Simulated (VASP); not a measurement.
A run of VASP 6.6.1 is set up as follows.

The input INCAR:

```
PREC     = Accurate       # precision mode
ENCUT    = 520            # plane-wave cutoff, eV
EDIFF    = 1E-6           # SCF threshold, eV
ISMEAR   = 0              # smearing method
SIGMA    = 0.05           # smearing width, eV
LREAL    = False          # projectors in reciprocal space
LASPH    = True           # aspherical terms in the spheres
NELM     = 60             # most SCF steps
ALGO     = Normal         # electronic algorithm
ISIF     = 2              # what is computed and relaxed
LWAVE    = False          # write WAVECAR
LCHARG   = False          # write CHGCAR
GGA      = PE             # functional
NBANDS   = 15             # bands
```

The input KPOINTS:

```
regular mesh
0
Gamma
  6 6 6
```

POSCAR

```
RbBr
1.0
    0.0000000000      3.4744578900      3.3354795744
    3.4744578900      0.0000000000      3.3354795744
    3.4744578900      3.4744578900      0.0000000000
Rb Br
1 1
Direct
    0.0000000000      0.0000000000      0.0000000000
    0.5000000000      0.5000000000      0.5000000000
```

Potentials or basis: VASP PAW PBE potentials, release 64 (Rb_sv, Br).

Launch:

```console
$ cat potpaw_PBE.64/Rb_sv/POTCAR potpaw_PBE.64/Br/POTCAR > POTCAR
$ mpirun -np 1 vasp_std > vasp.out
```

Q: Estimate the band gap on the k mesh.

A: 4.32 eV, direct.

Q: What does it give for the pressure?

A: 1.1 GPa.

Stress tensor (GPa, compression positive):
```
0.60 0.00 0.00
0.00 0.60 0.00
0.00 0.00 2.10
```
